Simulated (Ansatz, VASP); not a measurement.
Two plane-wave programs on HfO2

```
CELL_PARAMETERS angstrom
3.55802 0.00000 0.00000
0.00000 3.55802 0.00000
0.00000 0.00000 5.17186
ATOMIC_POSITIONS crystal
Hf 0.50000 0.50000 0.50000
Hf 0.00000 0.00000 0.00000
O 0.00000 0.50000 0.69721
O 0.50000 0.00000 0.80279
O 0.50000 0.00000 0.30279
O 0.00000 0.50000 0.19721
```

Alike in both runs: task single point; functional revPBE; k mesh 6 × 6 × 4; no spin polarisation.

```csv
,VASP,Ansatz
version,VASP 6.6.1,Ansatz 0.2.0
potentials or method,"VASP PAW PBE potentials, release 64 (Hf_pv, O), cutoff 520 eV","plane waves, PAW"
occupations,"gaussian, width 0.01 eV",fixed
valence electrons in the cell,44,76
```

```csv
,VASP,Ansatz,Ansatz less VASP
pressure (GPa),10.2,13.8,+3.57
"traceless stress, the component that is largest in VASP (GPa)",-0.58,-0.66,-0.084
```

VASP's potentials were made for PBE, not for revPBE. VASP's potentials hold 44 valence electrons a cell and Ansatz's 76, so a difference there can come from the potentials and not from the codes.

Neither program's run includes spin-orbit coupling.
